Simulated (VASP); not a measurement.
# ZnCu (Pm-3m) in VASP: single point with LDA

Aim: the single point of ZnCu with LDA.

Everything below comes from runs of VASP 6.6.1. Logs are shortened: lines on timing, memory, paths and dates and some standing lists are left out, and cuts for length are marked.

## Step 1: The cell of the first run

The structure is cubic, space group Pm-3m (No. 221). Conventional cell: a = 2.885 Å, b = 2.885 Å, c = 2.885 Å, α = 90.00°, β = 90.00°, γ = 90.00°. Within 3.3 Å of Zn (site symmetry m-3m) lie 8 Cu at 2.50 Å and 6 Zn at 2.88 Å. Cu (site symmetry m-3m) has 8 Zn at 2.50 Å and 6 Cu at 2.88 Å within 3.3 Å.

## Step 2: Single point, LDA

INCAR reads:

```
PREC     = Accurate       # precision mode
ENCUT    = 820            # plane-wave cutoff, eV
EDIFF    = 1E-6           # SCF threshold, eV
ISMEAR   = -1             # smearing method
SIGMA    = 0.05           # smearing width, eV
LREAL    = False          # projectors in reciprocal space
LASPH    = True           # aspherical terms in the spheres
NELM     = 120            # most SCF steps
ALGO     = Normal         # electronic algorithm
ISIF     = 2              # what is computed and relaxed
LWAVE    = False          # write WAVECAR
LCHARG   = True           # write CHGCAR
LELF     = True           # ELF
LVHAR    = True         
NBANDS   = 22             # bands
GGA_COMPAT= False
```

KPOINTS reads:

```
regular mesh
0
Gamma
  9 9 9
```

POSCAR reads:

```
ZnCu
1.0
    2.8848810902      0.0000000000      0.0000000000
    0.0000000000      2.8848810902      0.0000000000
    0.0000000000      0.0000000000      2.8848810902
Zn Cu
1 1
Direct
    0.5000000000      0.5000000000      0.5000000000
    0.0000000000      0.0000000000      0.0000000000
```

Potentials or basis: VASP PAW LDA potentials, release 64 (Zn, Cu_sv_GW).

Run with:

```bash
$ cat potpaw_LDA.64/Zn/POTCAR potpaw_LDA.64/Cu_sv_GW/POTCAR > POTCAR
$ mpirun -np 1 vasp_std > vasp.out
```

OUTCAR:

```text
PREC = Accurate
   ENCUT = 820
   EDIFF = 1E-6
   ISMEAR = -1
   LREAL = False
   LASPH = True
   NELM = 120
   ISIF = 2

 ion  position               nearest neighbor table
   1  0.500  0.500  0.500-   2 2.50   2 2.50   2 2.50   2 2.50   2 2.50   2 2.50   2 2.50   2 2.50

   2  0.000  0.000  0.000-   1 2.50   1 2.50   1 2.50   1 2.50   1 2.50   1 2.50   1 2.50   1 2.50

  LATTYP: Found a simple cubic cell.
 ALAT       =     2.8848810902

  Lattice vectors:

 A1 = (   2.8848810902,   0.0000000000,   0.0000000000)
 A2 = (   0.0000000000,   2.8848810902,   0.0000000000)
 A3 = (   0.0000000000,   0.0000000000,   2.8848810902)

Analysis of symmetry for initial positions (statically):
=====================================================================
 Subroutine PRICEL returns:
 Original cell was already a primitive cell.

 Routine SETGRP: Setting up the symmetry group for a
 simple cubic supercell.

 Subroutine GETGRP returns: Found 48 space group operations
 (whereof 48 operations were pure point group operations)
 out of a pool of 48 trial point group operations.

The static configuration has the point symmetry O_h .

Analysis of symmetry for dynamics (positions and initial velocities):
=====================================================================
 Subroutine PRICEL returns:
 Original cell was already a primitive cell.

 Routine SETGRP: Setting up the symmetry group for a
 simple cubic supercell.

 Subroutine GETGRP returns: Found 48 space group operations
 (whereof 48 operations were pure point group operations)
 out of a pool of 48 trial point group operations.

The dynamic configuration has the point symmetry O_h .

 Subroutine INISYM returns: Found 48 space group operations
 (whereof 48 operations are pure point group operations),
 and found     1 'primitive' translations

----------------------------------------------------------------------------------------

                                     Primitive cell

  volume of cell :      24.0095

  direct lattice vectors                    reciprocal lattice vectors
     2.884881090  0.000000000  0.000000000     0.346634738  0.000000000  0.000000000
     0.000000000  2.884881090  0.000000000     0.000000000  0.346634738  0.000000000
     0.000000000  0.000000000  2.884881090     0.000000000  0.000000000  0.346634738

  length of vectors
     2.884881090  2.884881090  2.884881090     0.346634738  0.346634738  0.346634738

  position of ions in fractional coordinates (direct lattice)
     0.500000000  0.500000000  0.500000000
[... 77 lines left out ...]
   NELM   =    120;   NELMIN=  2; NELMDL= -5     # of ELM steps
   EDIFF  = 0.1E-05   stopping-criterion for ELM
   LREAL  =      F    real-space projection
   EDIFFG = 0.1E-04   stopping-criterion for IOM
   NSW    =      0    number of steps for IOM
   IBRION =     -1    ionic relax: 0-MD 1-quasi-New 2-CG
   NFREE  =      0    steps in history (QN), initial steepest desc. (CG)
   ISIF   =      2    stress and relaxation
   ISYM   =      2    0-nonsym 1-usesym 2-fastsym
   POTIM  = 0.5000    time-step for ionic-motion
   TEBEG  =    0.0;   TEEND  =   0.0 temperature during run
   PSTRESS=    0.0 pullay stress
   NELECT =      31.0000    total number of electrons
   NUPDOWN=      -1.0000    fix difference up-down
   EMIN   =  10.00;   EMAX   =-10.00  energy-range for DOS
   EFERMI =   0.00;   METHOD = LEGACY
   ISMEAR =    -1;   SIGMA  =   0.05  broadening in eV -4-tet -1-fermi 0-gaus
   EFERMI_NEDOS =   21; number of points for ismear=-14 and -15
   IALGO  =     38    algorithm
   IMIX   =      4    mixing-type and parameters
     AMIX     =   0.40;   BMIX     =  1.00
     AMIX_MAG =   1.60;   BMIX_MAG =  1.00
  volume/ion in A,a.u.               =      12.00        81.01
  Fermi-wavevector in a.u.,A,eV,Ry     =   1.782656  3.368731 43.237430  3.177861
  Thomas-Fermi vector in A             =   2.847001
   LORBIT       =      0    0 simple, 1 ext, 2 COOP (PROOUT), +10 PAW based schemes
   GGA     = CA    functional components
   LHFCALC =     F    Hartree Fock is set to
   AEXX    =    0.0000 exact exchange contribution
   IVDW    =     0    specifies the selected vdW correction
   LEPSILON=     F    determine dielectric tensor
   LRPA    =     F    only Hartree local field effects (RPA)
 non-spin polarized calculation
  energy-cutoff  :      820.00
  volume of cell :       24.01
 maximum number of plane-waves:      1309
 NGX is ok and might be reduce to    28
   NGX = 13   NGY = 13   NGZ = 13

 number of electron      31.0000023 magnetization

 Free energy of the ion-electron system (eV)
  ---------------------------------------------------
  ext. energy  EPLUGINS =         0.00000000
  ---------------------------------------------------
  free energy    TOTEN  =        -6.92824240 eV

  energy without entropy =       -6.92445257  energy(sigma->0) =       -6.92634749

 E-fermi :   5.9193     XC(G=0): -13.4671

 val. band max:        5.8125025638   @ k =   0.3333   0.3333   0.0000
 cond. band min:       6.0271580596   @ k =   0.4444   0.4444   0.2222
 fundamental gap:      0.2146554958
 Fermi energy:         5.9193155036

 k-point     1 :       0.0000    0.0000    0.0000
  band No.  band energies     occupation
      1    -106.2137      2.00000
      2     -64.1710      2.00000
      3     -64.1710      2.00000
      4     -64.1710      2.00000
      5      -5.0011      2.00000
      6      -2.2790      2.00000
[... 589 lines left out ...]
     21      21.7066      0.00000
     22      22.8599      0.00000

 [... further k-points ...]

------------------------ aborting loop because EDIFF is reached ----------------------------------------

  FORCE on cell =-STRESS in cart. coord.  units (eV):
  Direction    XX          YY          ZZ          XY          YZ          ZX
  --------------------------------------------------------------------------------------
  -------------------------------------------------------------------------------------
  Total       -0.3553955     -0.3553955     -0.3553955     -0.0000000      0.0000000      0.0000000
  in kB      -23.7158563    -23.7158563    -23.7158563     -0.0000000      0.0000000      0.0000000
  external PRESSURE =     -23.7158563 kB  Pullay stress =       0.0000000 kB

 VOLUME and BASIS-vectors are now :
 -----------------------------------------------------------------------------
  energy-cutoff  :      820.00
  volume of cell :       24.01
      direct lattice vectors                 reciprocal lattice vectors
     2.884881090  0.000000000  0.000000000     0.346634738  0.000000000  0.000000000
     0.000000000  2.884881090  0.000000000     0.000000000  0.346634738  0.000000000
     0.000000000  0.000000000  2.884881090     0.000000000  0.000000000  0.346634738

 POSITION                                       TOTAL-FORCE (eV/Angst)
 -----------------------------------------------------------------------------------
      1.44244      1.44244      1.44244         0.000000      0.000000      0.000000
      0.00000      0.00000      0.00000         0.000000      0.000000      0.000000
 -----------------------------------------------------------------------------------
    total drift:                               -0.000000      0.000000      0.000000

  FREE ENERGIE OF THE ION-ELECTRON SYSTEM (eV)
  ---------------------------------------------------
  free  energy   TOTEN  =        -6.9282423999 eV

  energy  without entropy=       -6.9244525703  energy(sigma->0) =       -6.92634749
```

OSZICAR:

```text
N       E                     dE             d eps       ncg     rms          rms(c)
DAV:   1     0.404151863113E+03    0.40415E+03   -0.22094E+04  2068   0.489E+03
DAV:   2     0.221087977235E+02   -0.38204E+03   -0.36029E+03  2284   0.982E+02
DAV:   3    -0.744371618819E+01   -0.29553E+02   -0.29351E+02  2418   0.305E+02
DAV:   4    -0.808603766216E+01   -0.64232E+00   -0.64222E+00  2086   0.289E+01
DAV:   5    -0.811691375723E+01   -0.30876E-01   -0.30875E-01  2048   0.543E+00    0.105E+01
DAV:   6    -0.820539908168E+01   -0.88485E-01   -0.18708E+01  2208   0.243E+02    0.808E+00
DAV:   7    -0.689675410329E+01    0.13086E+01   -0.50748E+00  2010   0.227E+02    0.320E+00
DAV:   8    -0.694432253026E+01   -0.47568E-01   -0.67245E-01  2526   0.123E+01    0.151E+00
DAV:   9    -0.692839007694E+01    0.15932E-01   -0.46769E-02  2628   0.994E+00    0.142E-01
DAV:  10    -0.692827685594E+01    0.11322E-03   -0.15137E-03  1884   0.463E-01    0.650E-02
DAV:  11    -0.692824977293E+01    0.27083E-04   -0.24248E-04  2980   0.891E-01    0.234E-02
DAV:  12    -0.692824256445E+01    0.72085E-05   -0.30010E-05  2338   0.310E-01    0.699E-03
DAV:  13    -0.692824239993E+01    0.16452E-06   -0.11715E-06  1124   0.279E-02
   1 F= -.69282424E+01 E0= -.69263475E+01  d E =-.378983E-02
```

Wall time 28 s (1 thread of Intel Xeon Platinum 8375C at 2.90GHz (Ice Lake), shared host); peak memory 0.18 GiB.

Results:

```
Free energy            : -6.9282 eV
Pressure               : -2.4 GPa
Band gap on the k mesh : zero (an odd number of electrons rules out a gap without spin polarisation)
```

The gap in the log of VASP goes by the Fermi energy; the results here count the filled bands.